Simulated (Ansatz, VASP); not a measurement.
**Rh in VASP and in Ansatz**

```
Rh
1.0
     2.75742    0.00000    0.00000
    -1.37871    2.38800    0.00000
     0.00000    0.00000    9.01274
Rh
4
Direct
  0.00000 0.00000 0.00000
  0.33333 0.66667 0.25000
  0.00000 0.00000 0.50000
  0.66667 0.33333 0.75000
```

Alike in both runs: task single point; functional r2SCAN; k mesh 10 × 10 × 3; no spin polarisation.

|  | VASP | Ansatz |
| --- | --- | --- |
| version | VASP 6.6.1 | Ansatz 0.2.0 |
| potentials or method | VASP PAW PBE potentials, release 64 (Rh_pv), cutoff 520 eV | plane waves, PAW |
| occupations | methfessel-paxton of order 1, width 0.1 eV | methfessel-paxton of order 1 |
| valence electrons in the cell | 60 | 68 |

|  | VASP | Ansatz | Ansatz less VASP |
| --- | --- | --- | --- |
| pressure (GPa) | -17.0 | -17.9 | -0.80 |
| traceless stress, the component that is largest in VASP (GPa) | 0.48 | 0.49 | +0.006 |

VASP's potentials were made for PBE, not for r2SCAN. VASP's potentials hold 60 valence electrons a cell and Ansatz's 68, so a difference there can come from the potentials and not from the codes. Ansatz's warnings: structure snapped to symmetry.
